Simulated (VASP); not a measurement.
# WSe2 (R3m) in VASP: a series of runs

Aim: see how the results for WSe2 move with the level of theory and the settings. Levels: PBE, r2SCAN. Tasks: single point.

Everything below comes from runs of VASP 6.6.1. Logs are shortened: lines on timing, memory, paths and dates and some standing lists are left out, and cuts for length are marked.

**1. The cell of the first run**

It takes space group R3m (No. 160, trigonal). Conventional cell: a = 3.302 Å, b = 3.302 Å, c = 19.739 Å, α = 90.00°, β = 90.00°, γ = 120.00°. W (site symmetry 3m) has 6 Se at 2.53 Å within 3.3 Å. Within 3.3 Å of Se (site symmetry 3m) lie 3 W at 2.53 Å. Se (site symmetry 3m) has 3 W at 2.53 Å within 3.3 Å.

**2. Single point, PBE**

INCAR

```
  PREC = Accurate
  ENCUT = 520
  EDIFF = 1E-7
  ISMEAR = 0
  SIGMA = 0.01
  LREAL = False
  LASPH = True
  NELM = 60
  ALGO = Normal
  ISIF = 2
  LWAVE = False
  LCHARG = False
  GGA = PE
  NBANDS = 20
```

KPOINTS

```
Automatic mesh
0
Gamma
  6 6 6
```

POSCAR

```
WSe2
1.0
    1.6510739528      0.9532479911      6.5796479765
   -1.6510739528      0.9532479911      6.5796479765
    0.0000000000     -1.9064959822      6.5796479765
W Se
1 2
Direct
   -0.0000183142     -0.0000183142     -0.0000183142
    0.4176504313      0.4176504313      0.4176504313
    0.2490345497      0.2490345497      0.2490345497
```

Potentials or basis: VASP PAW PBE potentials, release 64 (W_sv, Se).

Started as:

```sh
$ cat potpaw_PBE.64/W_sv/POTCAR potpaw_PBE.64/Se/POTCAR > POTCAR
$ mpirun -np 1 vasp_std > vasp.out
```

OUTCAR:

```text
PREC = Accurate
   ENCUT = 520
   EDIFF = 1E-7
   ISMEAR = 0
   LREAL = False
   LASPH = True
   NELM = 60
   ISIF = 2
   GGA = PE

 ion  position               nearest neighbor table
   1  1.000  1.000  1.000-   3 2.53   3 2.53   3 2.53   2 2.53   2 2.53   2 2.53
   2  0.418  0.418  0.418-   1 2.53   1 2.53   1 2.53
   3  0.249  0.249  0.249-   1 2.53   1 2.53   1 2.53

  LATTYP: Found a trigonal (rhomboedric) cell.
 ALAT       =     6.8502915577
 COS(alpha) =     0.8838163715

  Lattice vectors:

 A1 = (   1.6510739528,   0.9532479911,   6.5796479765)
 A2 = (  -1.6510739528,   0.9532479911,   6.5796479765)
 A3 = (   0.0000000000,  -1.9064959822,   6.5796479765)

Analysis of symmetry for initial positions (statically):
=====================================================================
 Subroutine PRICEL returns:
 Original cell was already a primitive cell.

 Routine SETGRP: Setting up the symmetry group for a
 trigonal (rhombohedral) supercell.

 Subroutine GETGRP returns: Found  6 space group operations
 (whereof  6 operations were pure point group operations)
 out of a pool of 12 trial point group operations.

The static configuration has the point symmetry C_3v.

Analysis of symmetry for dynamics (positions and initial velocities):
=====================================================================
 Subroutine PRICEL returns:
 Original cell was already a primitive cell.

 Routine SETGRP: Setting up the symmetry group for a
 trigonal (rhombohedral) supercell.

 Subroutine GETGRP returns: Found  6 space group operations
 (whereof  6 operations were pure point group operations)
 out of a pool of 12 trial point group operations.

The dynamic configuration has the point symmetry C_3v.

 Subroutine INISYM returns: Found  6 space group operations
 (whereof  6 operations are pure point group operations),
 and found     1 'primitive' translations

----------------------------------------------------------------------------------------

                                     Primitive cell

  volume of cell :      62.1336

  direct lattice vectors                    reciprocal lattice vectors
     1.651073953  0.953247991  6.579647977     0.302833195  0.174840827  0.050661272
    -1.651073953  0.953247991  6.579647977    -0.302833195  0.174840827  0.050661272
     0.000000000 -1.906495982  6.579647977     0.000000000 -0.349681653  0.050661272

  length of vectors
     6.850291558  6.850291558  6.850291558     0.353332454  0.353332454  0.353332454

  position of ions in fractional coordinates (direct lattice)
     0.999981686  0.999981686  0.999981686
     0.417650431  0.417650431  0.417650431
     0.249034550  0.249034550  0.249034550

  ion indices of the primitive-cell ions
   primitive index   ion index
                 1           1
                 2           2
                 3           3

----------------------------------------------------------------------------------------

 KPOINTS: Automatic mesh

Automatic generation of k-mesh.
 Grid dimensions read from file:
 generate k-points for:    6    6    6

 Generating k-lattice:

  Cartesian coordinates                     Fractional coordinates (reciprocal lattice)
     0.050472199  0.029140138  0.008443545     0.166666667 -0.000000000 -0.000000000
    -0.050472199  0.029140138  0.008443545    -0.000000000  0.166666667 -0.000000000
     0.000000000 -0.058280276  0.008443545    -0.000000000 -0.000000000  0.166666667

  Length of vectors
     0.058888742  0.058888742  0.058888742

  Shift w.r.t. Gamma in fractional coordinates (k-lattice)
     0.000000000  0.000000000  0.000000000

 Subroutine IBZKPT returns following result:
 ===========================================

 Found     32 irreducible k-points:

 Following reciprocal coordinates:
            Coordinates               Weight
  0.000000  0.000000  0.000000      1.000000
  0.166667 -0.000000 -0.000000      6.000000
  0.333333 -0.000000 -0.000000      6.000000
  0.500000 -0.000000 -0.000000      3.000000
  0.166667  0.166667  0.000000      6.000000
  0.333333  0.166667  0.000000     12.000000
[... 16 lines left out ...]
  0.500000  0.500000  0.166667      6.000000
 -0.333333  0.500000  0.166667     12.000000
 [... further k-points ...]
   k-points           NKPTS =     32   k-points in BZ     NKDIM =     32   number of bands    NBANDS=     20
   number of dos      NEDOS =    301   number of ions     NIONS =      3
   total plane-waves  NPLWV = 157464
   dimension x,y,z NGX =    54 NGY =   54 NGZ =   54
   dimension x,y,z NGXF=   108 NGYF=  108 NGZF=  108
   ions per type =               1   2
   NGX,Y,Z   is equivalent  to a cutoff of  13.10, 13.10, 13.10 a.u.
   NGXF,Y,Z  is equivalent  to a cutoff of  26.21, 26.21, 26.21 a.u.
 SYSTEM =  unknown system
   PREC   = accura    normal or accurate (medium, high low for compatibility)
   ISTART =      0    job   : 0-new  1-cont  2-samecut
   ICHARG =      2    charge: 1-file 2-atom 10-const
   ISPIN  =      1    spin polarized calculation?
   LNONCOLLINEAR =      F non collinear calculations
   LSORBIT =      F    spin-orbit coupling
   LASPH  =      T    aspherical Exc in radial PAW
   ENCUT  =  520.0 eV  38.22 Ry    6.18 a.u.  12.74 12.74 12.74*2*pi/ulx,y,z
   NELM   =     60;   NELMIN=  2; NELMDL= -5     # of ELM steps
   EDIFF  = 0.1E-06   stopping-criterion for ELM
   LREAL  =      F    real-space projection
   EDIFFG = 0.1E-05   stopping-criterion for IOM
   NSW    =      0    number of steps for IOM
   IBRION =     -1    ionic relax: 0-MD 1-quasi-New 2-CG
   NFREE  =      0    steps in history (QN), initial steepest desc. (CG)
   ISIF   =      2    stress and relaxation
   ISYM   =      2    0-nonsym 1-usesym 2-fastsym
   POTIM  = 0.5000    time-step for ionic-motion
   TEBEG  =    0.0;   TEEND  =   0.0 temperature during run
   PSTRESS=    0.0 pullay stress
   NELECT =      26.0000    total number of electrons
   NUPDOWN=      -1.0000    fix difference up-down
   EMIN   =  10.00;   EMAX   =-10.00  energy-range for DOS
   EFERMI =   0.00;   METHOD = LEGACY
   ISMEAR =     0;   SIGMA  =   0.01  broadening in eV -4-tet -1-fermi 0-gaus
   EFERMI_NEDOS =   21; number of points for ismear=-14 and -15
   IALGO  =     38    algorithm
   IMIX   =      4    mixing-type and parameters
     AMIX     =   0.40;   BMIX     =  1.00
     AMIX_MAG =   1.60;   BMIX_MAG =  1.00
  volume/ion in A,a.u.               =      20.71       139.77
  Fermi-wavevector in a.u.,A,eV,Ry     =   1.224495  2.313961 20.400427  1.499389
  Thomas-Fermi vector in A             =   2.359568
   LORBIT       =      0    0 simple, 1 ext, 2 COOP (PROOUT), +10 PAW based schemes
   GGA     = PE    functional components
   LHFCALC =     F    Hartree Fock is set to
   AEXX    =    0.0000 exact exchange contribution
   IVDW    =     0    specifies the selected vdW correction
   LEPSILON=     F    determine dielectric tensor
   LRPA    =     F    only Hartree local field effects (RPA)
 non-spin polarized calculation
 Gauss-broadening in eV      SIGMA  =   0.01
  energy-cutoff  :      520.00
  volume of cell :       62.13
 maximum number of plane-waves:      1690
 NGX is ok and might be reduce to    54
   NGX = 25   NGY = 25   NGZ = 25

 number of electron      26.0000000 magnetization

 Free energy of the ion-electron system (eV)
  ---------------------------------------------------
  ext. energy  EPLUGINS =         0.00000000
  ---------------------------------------------------
  free energy    TOTEN  =       -21.57628853 eV

  energy without entropy =      -21.57628853  energy(sigma->0) =      -21.57628853

 E-fermi :   6.2712     XC(G=0): -10.6055

 val. band max:        6.0307682037   @ k =   0.5000   0.5000   0.5000
 cond. band min:       7.1124121855   @ k =  -0.1667   0.1667   0.0000
 fundamental gap:      1.0816439819
 Fermi energy:         6.2711529052

 k-point     1 :       0.0000    0.0000    0.0000
  band No.  band energies     occupation
      1     -68.3075      2.00000
      2     -32.5516      2.00000
      3     -32.4326      2.00000
      4     -32.4326      2.00000
      5      -9.2035      2.00000
      6      -7.6470      2.00000
[... 12 lines left out ...]
     19      13.7109      0.00000
     20      14.0880      0.00000

 k-point     2 :       0.1667   -0.0000   -0.0000
  band No.  band energies     occupation
      1     -68.3050      2.00000
      2     -32.5408      2.00000
      3     -32.4893      2.00000
      4     -32.4459      2.00000
      5      -8.7963      2.00000
      6      -7.4746      2.00000
[... 12 lines left out ...]
     19      14.4714      0.00000
     20      14.9580      0.00000

 k-point     3 :       0.3333   -0.0000   -0.0000
  band No.  band energies     occupation
      1     -68.3002      2.00000
      2     -32.6009      2.00000
      3     -32.5190      2.00000
      4     -32.4724      2.00000
      5      -7.8139      2.00000
      6      -7.0718      2.00000
[... 12 lines left out ...]
     19      12.9843      0.00000
     20      13.5097      0.00000

 k-point     4 :       0.5000   -0.0000   -0.0000
  band No.  band energies     occupation
      1     -68.2977      2.00000
      2     -32.6558      2.00000
      3     -32.5080      2.00000
      4     -32.4856      2.00000
      5      -7.1685      2.00000
      6      -6.8345      2.00000
[... 12 lines left out ...]
     19      12.3203      0.00000
     20      12.9479      0.00000

 k-point     5 :       0.1667    0.1667    0.0000
  band No.  band energies     occupation
      1     -68.3050      2.00000
      2     -32.5408      2.00000
      3     -32.4893      2.00000
      4     -32.4459      2.00000
      5      -8.7823      2.00000
      6      -7.4989      2.00000
[... 12 lines left out ...]
     19      14.4439      0.00000
     20      14.8577      0.00000
[... 353 lines left out ...]
      6      -6.9001      2.00000
[... 12 lines left out ...]
     19      13.8932      0.00000
     20      14.4778      0.00000

 k-point    22 :      -0.1667    0.3333    0.1667
  band No.  band energies     occupation
      1     -68.2977      2.00000
      2     -32.6279      2.00000
      3     -32.5142      2.00000
      4     -32.5080      2.00000
      5      -7.1923      2.00000
      6      -6.8373      2.00000
[... 12 lines left out ...]
     19      13.5390      0.00000
     20      14.3265      0.00000

 k-point    23 :       0.5000    0.5000    0.1667
  band No.  band energies     occupation
      1     -68.3001      2.00000
      2     -32.6009      2.00000
      3     -32.5190      2.00000
      4     -32.4724      2.00000
      5      -7.6871      2.00000
      6      -7.2349      2.00000
[... 12 lines left out ...]
     19      13.2258      0.00000
     20      14.3417      0.00000

 k-point    24 :      -0.3333    0.5000    0.1667
  band No.  band energies     occupation
      1     -68.2977      2.00000
      2     -32.6279      2.00000
      3     -32.5142      2.00000
      4     -32.5080      2.00000
      5      -7.1076      2.00000
      6      -6.9312      2.00000
[... 12 lines left out ...]
     19      13.3701      0.00000
     20      14.2517      0.00000

 [... further k-points ...]

------------------------ aborting loop because EDIFF is reached ----------------------------------------

  FORCE on cell =-STRESS in cart. coord.  units (eV):
  Direction    XX          YY          ZZ          XY          YZ          ZX
  --------------------------------------------------------------------------------------
  -------------------------------------------------------------------------------------
  Total        1.1922647      1.1922647      1.8627389      0.0000000      0.0000000      0.0000000
  in kB       30.7437570     30.7437570     48.0326147      0.0000000      0.0000000      0.0000000
  external PRESSURE =      36.5067096 kB  Pullay stress =       0.0000000 kB

 VOLUME and BASIS-vectors are now :
 -----------------------------------------------------------------------------
  energy-cutoff  :      520.00
  volume of cell :       62.13
      direct lattice vectors                 reciprocal lattice vectors
     1.651073953  0.953247991  6.579647977     0.302833195  0.174840827  0.050661272
    -1.651073953  0.953247991  6.579647977    -0.302833195  0.174840827  0.050661272
     0.000000000 -1.906495982  6.579647977     0.000000000 -0.349681653  0.050661272

 POSITION                                       TOTAL-FORCE (eV/Angst)
 -----------------------------------------------------------------------------------
      0.00000      0.00000     19.73858         0.000000     -0.000000      0.001440
      0.00000      0.00000      8.24398         0.000000      0.000000      0.325812
      0.00000      0.00000      4.91568         0.000000     -0.000000     -0.327252
 -----------------------------------------------------------------------------------
    total drift:                                0.000000     -0.000000     -0.000134

  FREE ENERGIE OF THE ION-ELECTRON SYSTEM (eV)
  ---------------------------------------------------
  free  energy   TOTEN  =       -21.5762885331 eV

  energy  without entropy=      -21.5762885331  energy(sigma->0) =      -21.57628853
```

Run time: 84 s. Hardware: 1 thread of Intel Xeon 6975P-C (Granite Rapids), shared host; peak memory 0.36 GiB.

What came out:

| Item | Value |
| --- | --- |
| Free energy | -21.5763 eV |
| Pressure | 3.7 GPa |
| Largest force | 0.327 eV/Å |
| Band gap on the k mesh | 1.08 eV, indirect (least direct gap 1.57 eV) |

Forces in eV/Å, atoms in the order of the input:
```
W    0.000  0.000  0.001
Se   0.000  0.000  0.326
Se   0.000  0.000 -0.327
```

Caveat: spin-orbit coupling is left out, which moves the levels of the heavy elements. A k mesh can miss the band edges.

**3. Single point, PBE**

INCAR

```
SYSTEM = WSe2
ALGO = Normal
EDIFF = 1E-7
ENCUT = 520
GGA = PE
ISIF = 2
ISMEAR = 0
LASPH = .True.
LCHARG = .False.
LREAL = .False.
LWAVE = .False.
NBANDS = 20
NELM = 100
PREC = Accurate
SIGMA = 0.01
```

KPOINTS

```
k-points
0
Gamma
  6 6 6
  0 0 0
```

POSCAR is that of step 2.

Potentials or basis: VASP PAW PBE potentials, release 64 (W_sv, Se).

Started as:

```sh
$ cat potpaw_PBE.64/W_sv/POTCAR potpaw_PBE.64/Se/POTCAR > POTCAR
$ mpirun -np 1 vasp_std > vasp.out
```

Wall time 76 s (1 thread of Intel Xeon 6975P-C (Granite Rapids), shared host); peak memory 0.36 GiB.

It converged, with:

* Free energy: -21.5763 eV
* Pressure: 3.7 GPa
* Largest force: 0.327 eV/Å
* Band gap on the k mesh: 1.08 eV, indirect (least direct gap 1.57 eV)

Forces on the atoms (eV/Å):
```
W    0.000  0.000  0.001
Se   0.000  0.000  0.326
Se   0.000  0.000 -0.327
```

Stress tensor (GPa, compression positive):
```
3.07 0.00 0.00
0.00 3.07 0.00
0.00 0.00 4.80
```

Levels at points of the mesh, in eV from the valence-band top:
| k point | band 10 | band 11 | band 12 | band 13 | band 14 | band 15 | band 16 | band 17 |
| --- | --- | --- | --- | --- | --- | --- | --- | --- |
| (0.00, 0.00, 0.00) | -1.59 | -1.59 | -1.18 | -1.04 | 2.59 | 2.59 | 2.91 | 2.91 |
| (0.50, 0.00, 0.00) | -3.39 | -2.20 | -1.40 | -1.18 | 2.11 | 2.35 | 3.48 | 3.90 |
| (0.50, 0.50, 0.00) | -3.31 | -2.75 | -1.38 | -1.25 | 2.08 | 2.50 | 3.13 | 4.36 |
| (0.50, 0.50, 0.50) | -2.72 | -1.56 | -1.56 | 0.00 | 2.69 | 2.69 | 2.77 | 2.77 |

Caveat: spin-orbit coupling is left out, which moves the levels of the heavy elements. A k mesh can miss the band edges.

(Part 1 of 2 ends here.)
